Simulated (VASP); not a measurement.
Runs of VASP 6.6.1 on CdF2. The structure is that of space group Immm (No. 71), or close to it. The cells are those of the table. 

| cell | gap on the mesh (eV) | pressure (GPa) | largest force (eV/Å) |
| --- | --- | --- | --- |
| a = 3.836, b = 3.836, c = 3.449 Å, angles 63.3, 63.3, 68.2°, 3 atoms | 2.89 | 10.0 | 0.74 |
| a = 3.829, b = 3.829, c = 3.591 Å, angles 62.0, 62.0, 65.8°, 3 atoms | 2.93 | 6.2 | 0.40 |
| a = 3.800, b = 3.800, c = 3.733 Å, angles 60.6, 60.6, 63.8°, 3 atoms | 3.00 | 5.7 | 0.21 |
| a = 3.804, b = 3.804, c = 3.591 Å, angles 61.8, 61.8, 66.3°, 3 atoms | (a) | (c) | 0.47 |
| a = 3.811, b = 3.811, c = 3.449 Å, angles 63.1, 63.1, 68.7°, 3 atoms | 2.91 | (b) | 0.84 |

Alike in all rows: task single point; level PBE; potentials or basis VASP PAW PBE potentials, release 64 (Cd, F); no spin polarisation; k mesh 8 × 8 × 8; cutoff (eV) 520; smearing gaussian 0.05 eV.

**Question.** Estimate the missing entries.

**Answer.** (a) 2.96; (b) 12.0; (c) 8.0.

Caveats: the cell stands under pressure.

A k mesh can miss the band edges, and the runs leave out spin-orbit coupling on Cd.
